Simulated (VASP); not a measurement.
Wanted: the native input for a VASP 6.6.1 run.

| Property | Result |
| --- | --- |
| Task | electric field gradients |
| Functional | PBE |
| Potentials or basis | VASP PAW PBE potentials, release 64 (Ag) |
| Cutoff | 520 eV |
| k mesh | 14 × 14 × 8 |
| Occupations | fermi-dirac, width 0.05 eV |
| Spin | no spin polarisation |
| Dipole correction | no |
| Further INCAR settings | ALGO = Normal; EDIFF = 1e-08; NBANDS = 18 |

The structure of Ag lies in POSCAR:

```
Ag
1.0
    2.9299980804      0.0000000000      0.0000000000
   -1.4649990402      2.5374527707      0.0000000000
    0.0000000000      0.0000000000      4.7900000000
Ag
2
Direct
    0.3333333333      0.6666666667      0.2500000000
    0.6666666667      0.3333333333      0.7500000000
```

This isn't the form of Ag at room conditions, which is fcc.

One way to write it, as run:

INCAR

```
SYSTEM = Ag
PREC     = Accurate       ! precision mode
ENCUT    = 520            ! plane-wave cutoff, eV
EDIFF    = 1E-8           ! SCF threshold, eV
ISMEAR   = -1             ! smearing method
SIGMA    = 0.05           ! smearing width, eV
LREAL    = .False.        ! projectors in reciprocal space
LASPH    = .True.         ! aspherical terms in the spheres
NELM     = 100            ! most SCF steps
ALGO     = Normal         ! electronic algorithm
ISIF     = 2              ! what is computed and relaxed
LWAVE    = .False.        ! write WAVECAR
LCHARG   = .False.        ! write CHGCAR
GGA      = PE             ! functional
LEFG     = .True.       
NBANDS   = 18             ! bands
```

KPOINTS

```
Automatic mesh
0
Gamma
  14 14 8
  0 0 0
```

Potentials or basis: VASP PAW PBE potentials, release 64 (Ag).

Launch:

```sh
$ cat potpaw_PBE.64/Ag/POTCAR > POTCAR
$ mpirun -np 1 vasp_std > vasp.out
```

It gave:

```
Pressure                                : 0.4 GPa
Band gap on the k mesh                  : zero (bands 11 and 12 overlap by 6.96 eV)
Largest electric field gradient by atom : Ag +3.8 V/Å²
```

Caveat: without QUAD_EFG the Cq values of the log hold for a quadrupole moment of 1 mb, not for the nuclei.

Run time: 26 s on 1 thread of Intel(R) Xeon(R) 6975P-C (Granite Rapids), on a shared host, peak memory 0.19 GiB.
